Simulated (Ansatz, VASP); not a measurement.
One calculation of Te, two programs

```
CELL_PARAMETERS angstrom
2.02350 -2.69987 0.00000
2.02350 2.69987 0.00000
0.00000 0.00000 3.31504
ATOMIC_POSITIONS crystal
Te 0.50000 0.50000 0.50000
```

Alike in both runs: task relaxation of cell and atoms; functional PBE; k mesh 6 × 6 × 6; occupations gaussian, width 0.1 eV; no spin polarisation.

|  | VASP | Ansatz |
| --- | --- | --- |
| version | VASP 6.6.1 | Ansatz 0.2.0 |
| potentials or method | VASP PAW PBE potentials, release 64 (Te), cutoff 600 eV | scalar-relativistic, plane waves, PAW |
| valence electrons in the cell | 6 | 16 |

|  | VASP | Ansatz | Ansatz less VASP |
| --- | --- | --- | --- |
| gap on the k mesh at the Fermi level, each at its own relaxed structure (eV) | none | none | - |
| relaxed volume (Å³/atom) | 32.45 | 33.08 | +0.625 |
| relaxed length of the cell vector where the two differ most in proportion (Å) | 3.269 | 2.981 | -0.2873 |

A gap of «none» marks a metal or a gap that the smearing closes. One of these differences is far larger than is usual between the two programs; its cause wasn't traced. VASP's potentials hold 6 valence electrons a cell and Ansatz's 16, so a difference there can come from the potentials and not from the codes.

Neither program's run includes spin-orbit coupling.
